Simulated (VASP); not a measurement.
Ca:

```
Ca
1.0
     0.00000    2.78350    2.78350
     2.78350    0.00000    2.78350
     2.78350    2.78350    0.00000
Ca
1
Direct
  0.00000 0.00000 0.00000
```

Base run:

```yaml
Program: VASP 6.6.1
Functional: r2SCAN
Potentials_or_basis: VASP PAW PBE potentials, release 64 (Ca_sv)
Cutoff: 520 eV
k_mesh: 10 × 10 × 10
Occupations: gaussian, width 1 eV
Spin: no spin polarisation
```

Its results: band gap on the k mesh zero (bands 5 and 6 overlap by 0.50 eV); pressure 0.3 GPa.

Q: After a change of settings the same cell gave: band gap on the k mesh zero (bands 5 and 6 overlap by 0.55 eV); pressure 1.6 GPa. Which change was it?
A. occupations from gaussian, width 1 eV to fermi-dirac, width 0.6 eV; further incar settings from ALGO = Normal; EDIFF = 1e-07; NBANDS = 11 to ALGO = Normal; EDIFF = 1e-06; NBANDS = 11
B. occupations from gaussian, width 1 eV to fermi-dirac, width 1 eV
C. occupations from gaussian, width 1 eV to gaussian, width 0.01 eV

A: B.

Caveats: so wide a smearing shifts energies and pressures; the PAW data sets were made with another functional, which shifts forces and pressure a little.
